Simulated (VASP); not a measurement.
# Nb (Im-3m) in VASP: further runs

The runs below take Nb through single point, with PBEsol.

Program: VASP 6.6.1. These are calculated values, not measurements. Logs are shortened: lines on timing, memory, paths and dates and some standing lists are left out, and cuts for length are marked.

## Step 1: The cell of the first run

Symmetry: Im-3m, No. 229, cubic system. The conventional cell has a = 3.272 Å, b = 3.272 Å, c = 3.272 Å, α = 90.00°, β = 90.00°, γ = 90.00°. Nb (site symmetry m-3m) has 14 Nb at 2.83 to 3.27 Å within 3.7 Å.

## Step 2: Single point, PBEsol

Input file INCAR:

```
SYSTEM = Nb
PREC = Accurate
ENCUT = 520
EDIFF = 1E-6
ISMEAR = -1
SIGMA = 0.08
LREAL = .False.
LASPH = .True.
NELM = 80
ALGO = Normal
ISIF = 2
LWAVE = .False.
LCHARG = .False.
GGA = PS
NBANDS = 12
```

Input file KPOINTS:

```
regular mesh
0
Gamma
  16 16 16
  0 0 0
```

Input file POSCAR:

```
Nb
1.0
   -1.6357704916      1.6357704916      1.6357704916
    1.6357704916     -1.6357704916      1.6357704916
    1.6357704916      1.6357704916     -1.6357704916
Nb
1
Direct
    0.0000000000      0.0000000000      0.0000000000
```

Potentials or basis: VASP PAW PBE potentials, release 64 (Nb_sv).

Launch:

```console
$ cat potpaw_PBE.64/Nb_sv/POTCAR > POTCAR
$ mpirun -np 1 vasp_std > vasp.out
```

OUTCAR:

```text
SYSTEM = Nb
   PREC = Accurate
   ENCUT = 520
   EDIFF = 1E-6
   ISMEAR = -1
   LREAL = .False.
   LASPH = .True.
   NELM = 80
   ISIF = 2
   GGA = PS

 ion  position               nearest neighbor table
   1  0.000  0.000  0.000-

  LATTYP: Found a body centered cubic cell.
 ALAT       =     3.2715409832

  Lattice vectors:

 A1 = (  -1.6357704916,   1.6357704916,   1.6357704916)
 A2 = (   1.6357704916,  -1.6357704916,   1.6357704916)
 A3 = (   1.6357704916,   1.6357704916,  -1.6357704916)

Analysis of symmetry for initial positions (statically):
=====================================================================
 Subroutine PRICEL returns:
 Original cell was already a primitive cell.

 Routine SETGRP: Setting up the symmetry group for a
 body centered cubic supercell.

 Subroutine GETGRP returns: Found 48 space group operations
 (whereof 48 operations were pure point group operations)
 out of a pool of 48 trial point group operations.

The static configuration has the point symmetry O_h .

Analysis of symmetry for dynamics (positions and initial velocities):
=====================================================================
 Subroutine PRICEL returns:
 Original cell was already a primitive cell.

 Routine SETGRP: Setting up the symmetry group for a
 body centered cubic supercell.

 Subroutine GETGRP returns: Found 48 space group operations
 (whereof 48 operations were pure point group operations)
 out of a pool of 48 trial point group operations.

The dynamic configuration has the point symmetry O_h .

 Subroutine INISYM returns: Found 48 space group operations
 (whereof 48 operations are pure point group operations),
 and found     1 'primitive' translations

----------------------------------------------------------------------------------------

                                     Primitive cell

  volume of cell :      17.5076

  direct lattice vectors                    reciprocal lattice vectors
    -1.635770492  1.635770492  1.635770492     0.000000000  0.305666353  0.305666353
     1.635770492 -1.635770492  1.635770492     0.305666353  0.000000000  0.305666353
     1.635770492  1.635770492 -1.635770492     0.305666353  0.305666353  0.000000000

  length of vectors
     2.833237601  2.833237601  2.833237601     0.432277502  0.432277502  0.432277502

  position of ions in fractional coordinates (direct lattice)
[... 82 lines left out ...]
   NFREE  =      0    steps in history (QN), initial steepest desc. (CG)
   ISIF   =      2    stress and relaxation
   ISYM   =      2    0-nonsym 1-usesym 2-fastsym
   POTIM  = 0.5000    time-step for ionic-motion
   TEBEG  =    0.0;   TEEND  =   0.0 temperature during run
   PSTRESS=    0.0 pullay stress
   NELECT =      13.0000    total number of electrons
   NUPDOWN=      -1.0000    fix difference up-down
   EMIN   =  10.00;   EMAX   =-10.00  energy-range for DOS
   EFERMI =   0.00;   METHOD = LEGACY
   ISMEAR =    -1;   SIGMA  =   0.08  broadening in eV -4-tet -1-fermi 0-gaus
   EFERMI_NEDOS =   21; number of points for ismear=-14 and -15
   IALGO  =     38    algorithm
   IMIX   =      4    mixing-type and parameters
     AMIX     =   0.40;   BMIX     =  1.00
     AMIX_MAG =   1.60;   BMIX_MAG =  1.00
  volume/ion in A,a.u.               =      17.51       118.15
  Fermi-wavevector in a.u.,A,eV,Ry     =   1.482451  2.801426 29.900979  2.197660
  Thomas-Fermi vector in A             =   2.596235
   LORBIT       =      0    0 simple, 1 ext, 2 COOP (PROOUT), +10 PAW based schemes
   GGA     = PS    functional components
   LHFCALC =     F    Hartree Fock is set to
   AEXX    =    0.0000 exact exchange contribution
   IVDW    =     0    specifies the selected vdW correction
   LEPSILON=     F    determine dielectric tensor
   LRPA    =     F    only Hartree local field effects (RPA)
 non-spin polarized calculation
  energy-cutoff  :      520.00
  volume of cell :       17.51
 maximum number of plane-waves:       490
 NGX is ok and might be reduce to    24
   NGX = 11   NGY = 11   NGZ = 11

 number of electron      13.0000001 magnetization

 Free energy of the ion-electron system (eV)
  ---------------------------------------------------
  ext. energy  EPLUGINS =         0.00000000
  ---------------------------------------------------
  free energy    TOTEN  =       -10.96930919 eV

  energy without entropy =      -10.94004512  energy(sigma->0) =      -10.95467715

 E-fermi :  11.4527     XC(G=0): -12.7767

 val. band max:       11.4519589371   @ k =   0.1875   0.0000   0.0000
 cond. band min:      11.4672258448   @ k =  -0.3125   0.3125   0.0625
 fundamental gap:      0.0152669077
 Fermi energy:        11.4527277629

 k-point     1 :       0.0000    0.0000    0.0000
  band No.  band energies     occupation
      1     -42.7858      2.00000
      2     -18.0372      2.00000
      3     -18.0372      2.00000
      4     -18.0372      2.00000
      5       5.4206      2.00000
      6      11.8039      0.02451
      7      11.8039      0.02451
      8      11.8039      0.02451
      9      14.8092      0.00000
     10      14.8092      0.00000
     11      25.7333      0.00000
     12      25.7333      0.00000
[... 331 lines left out ...]
 k-point    24 :       0.2500    0.1875    0.0000
  band No.  band energies     occupation
      1     -42.5408      2.00000
      2     -19.2115      2.00000
      3     -18.5219      2.00000
      4     -18.1676      2.00000
      5       8.6549      2.00000
      6      10.0910      2.00000
      7      11.0255      1.99045
      8      14.2218      0.00000
      9      15.6321      0.00000
     10      17.5965      0.00000
     11      24.7627      0.00000
     12      26.4433      0.00000

 [... further k-points ...]

------------------------ aborting loop because EDIFF is reached ----------------------------------------

  FORCE on cell =-STRESS in cart. coord.  units (eV):
  Direction    XX          YY          ZZ          XY          YZ          ZX
  --------------------------------------------------------------------------------------
  -------------------------------------------------------------------------------------
  Total       -0.0346898     -0.0346898     -0.0346898      0.0000000      0.0000000      0.0000000
  in kB       -3.1745690     -3.1745690     -3.1745690      0.0000000      0.0000000      0.0000000
  external PRESSURE =      -3.1745690 kB  Pullay stress =       0.0000000 kB

 VOLUME and BASIS-vectors are now :
 -----------------------------------------------------------------------------
  energy-cutoff  :      520.00
  volume of cell :       17.51
      direct lattice vectors                 reciprocal lattice vectors
    -1.635770492  1.635770492  1.635770492     0.000000000  0.305666353  0.305666353
     1.635770492 -1.635770492  1.635770492     0.305666353  0.000000000  0.305666353
     1.635770492  1.635770492 -1.635770492     0.305666353  0.305666353  0.000000000

 POSITION                                       TOTAL-FORCE (eV/Angst)
 -----------------------------------------------------------------------------------
      0.00000      0.00000      0.00000         0.000000     -0.000000     -0.000000
 -----------------------------------------------------------------------------------
    total drift:                                0.000000      0.000000      0.000000

  FREE ENERGIE OF THE ION-ELECTRON SYSTEM (eV)
  ---------------------------------------------------
  free  energy   TOTEN  =       -10.9693091864 eV

  energy  without entropy=      -10.9400451200  energy(sigma->0) =      -10.95467715
```

OSZICAR:

```text
N       E                     dE             d eps       ncg     rms          rms(c)
DAV:   1     0.118926895766E+03    0.11893E+03   -0.73149E+03  3496   0.108E+03
DAV:   2    -0.654862111401E+01   -0.12548E+03   -0.12091E+03  3716   0.392E+02
DAV:   3    -0.111299047191E+02   -0.45813E+01   -0.43828E+01  4976   0.658E+01
DAV:   4    -0.114258367017E+02   -0.29593E+00   -0.29404E+00  4892   0.152E+01
DAV:   5    -0.114355659435E+02   -0.97292E-02   -0.97246E-02  4928   0.246E+00    0.766E+00
DAV:   6    -0.110164313804E+02    0.41913E+00   -0.62583E-01  5608   0.995E+00    0.269E+00
DAV:   7    -0.109648889815E+02    0.51542E-01   -0.18625E-01  5760   0.536E+00    0.955E-01
DAV:   8    -0.109692359719E+02   -0.43470E-02   -0.12678E-02  4108   0.147E+00    0.318E-02
DAV:   9    -0.109692969669E+02   -0.60995E-04   -0.87828E-04  5684   0.273E-01    0.404E-02
DAV:  10    -0.109693130269E+02   -0.16060E-04   -0.20496E-05  4180   0.546E-02    0.153E-02
DAV:  11    -0.109693093652E+02    0.36616E-05   -0.61268E-06  4568   0.423E-02    0.306E-03
DAV:  12    -0.109693091864E+02    0.17879E-06   -0.27418E-07  2444   0.637E-03
   1 F= -.10969309E+02 E0= -.10954677E+02  d E =-.292641E-01
```

Run time: 16 s. Hardware: 1 thread of Intel Xeon 6975P-C, shared host; peak memory 0.16 GiB.

What came out:

```yaml
Free_energy: -10.9693 eV
Pressure: -0.3 GPa
```

Levels at points of the mesh, in eV from the Fermi level:
| k point | band 4 | band 5 | band 6 | band 7 | band 8 | band 9 |
| --- | --- | --- | --- | --- | --- | --- |
| (0.00, 0.00, 0.00) | -29.49 | -6.03 | 0.35 | 0.35 | 0.35 | 3.36 |
| (0.50, 0.00, 0.00) | -29.51 | -3.87 | -1.76 | 2.42 | 3.41 | 4.12 |
| (0.50, 0.50, 0.50) | -30.51 | -3.91 | -3.91 | 5.83 | 5.83 | 5.83 |

Caveat: the PAW data sets were made with another functional, which shifts forces and pressure a little.

## Step 3: Single point, PBEsol

Input file INCAR:

```
PREC = Accurate
ENCUT = 520
EDIFF = 1E-7
ISMEAR = -1
SIGMA = 0.08
LREAL = False
LASPH = True
NELM = 60
ALGO = Normal
ISIF = 2
LWAVE = False
LCHARG = False
GGA = PS
NBANDS = 12
```

Input file KPOINTS:

```
Automatic mesh
0
Gamma
  16 16 16
```

POSCAR is that of step 2.

Potentials or basis: VASP PAW PBE potentials, release 64 (Nb_sv).

Launch:

```console
$ cat potpaw_PBE.64/Nb_sv/POTCAR > POTCAR
$ mpirun -np 1 vasp_std > vasp.out
```

It took 17 s on 1 thread of Intel Xeon 6975P-C, shared host; peak memory 0.16 GiB.

It converged, with:

```yaml
Free_energy: -10.9693 eV
Pressure: -0.3 GPa
```

Levels at points of the mesh, in eV from the Fermi level:
| k point | band 3 | band 4 | band 5 | band 6 | band 7 | band 8 | band 9 | band 10 |
| --- | --- | --- | --- | --- | --- | --- | --- | --- |
| (0.00, 0.00, 0.00) | -29.49 | -29.49 | -6.03 | 0.35 | 0.35 | 0.35 | 3.36 | 3.36 |
| (0.50, 0.00, 0.00) | -29.96 | -29.51 | -3.87 | -1.76 | 2.42 | 3.41 | 4.12 | 6.65 |
| (0.50, 0.50, 0.50) | -30.51 | -30.51 | -3.91 | -3.91 | 5.83 | 5.83 | 5.83 | 9.29 |

Caveat: the PAW data sets were made with another functional, which shifts forces and pressure a little.
